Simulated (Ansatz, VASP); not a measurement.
**Al in VASP and in Ansatz**

INCAR

```
SYSTEM = Al
ALGO = Normal
EDIFF = 1E-7
EDIFFG = -0.01
ENCUT = 600
GGA = CA
IBRION = 2
ISIF = 3
ISMEAR = 0
LASPH = .TRUE.
LCHARG = .FALSE.
LREAL = .FALSE.
LWAVE = .FALSE.
NELM = 80
NSW = 60
PREC = Accurate
SIGMA = 0.01
```

Contents of KPOINTS:

```
k-points
0
G
  12 12 12
  0 0 0
```

POSCAR

```
Al
1.0
   -1.5912186900      1.5912186900      1.5912186900
    1.5912186900     -1.5912186900      1.5912186900
    1.5912186900      1.5912186900     -1.5912186900
Al
1
Direct
    0.0000000000      0.0000000000      0.0000000000
```

input.yaml

```yaml
crystal:
  lattice:
    - [-1.59121869, 1.59121869, 1.59121869]
    - [1.59121869, -1.59121869, 1.59121869]
    - [1.59121869, 1.59121869, -1.59121869]
  atoms:
    - { symbol: Al, position: [0.0, 0.0, 0.0] }
hamiltonian:
  xc: lda
  pseudopotentials: { kind: paw }
kpoints:
  mp_grid: { grid: [12, 12, 12] }
scf:
  occupations: { method: gaussian, width: 0.01 }
output:
  forces: true
  stress: true
relax:
  f_tol: 0.01
  max_steps: 40
  cell: { stress_tol: 0.05 }
```

Alike in both runs: task relaxation of cell and atoms; functional LDA; k mesh 12 × 12 × 12; occupations gaussian, width 0.01 eV; no spin polarisation.

```csv
,VASP,Ansatz
version,VASP 6.6.1,Ansatz 0.2.0
potentials or method,"VASP PAW LDA potentials, release 64 (Al)",Ansatz PAW
plane-wave cutoff (eV),600,420
valence electrons in the cell,3,3
```

VASP gave:

| Item | Value |
| --- | --- |
| relaxed volume (Å³/atom) | 16.25 |
| relaxed cell length with the largest relative difference (Å) | 2.764 |

Question: What did Ansatz give for the same quantities?

Answer: Relaxed volume (Å³/atom): 16.21; relaxed cell length with the largest relative difference (Å): 2.762.

LDA's correlation is that of Perdew and Zunger in VASP and of Perdew and Wang (1992) in Ansatz.

Noted on Ansatz's run: the plane-wave basis is chosen anew once the cell has moved, so the energies of steps on either side of that aren't comparable.
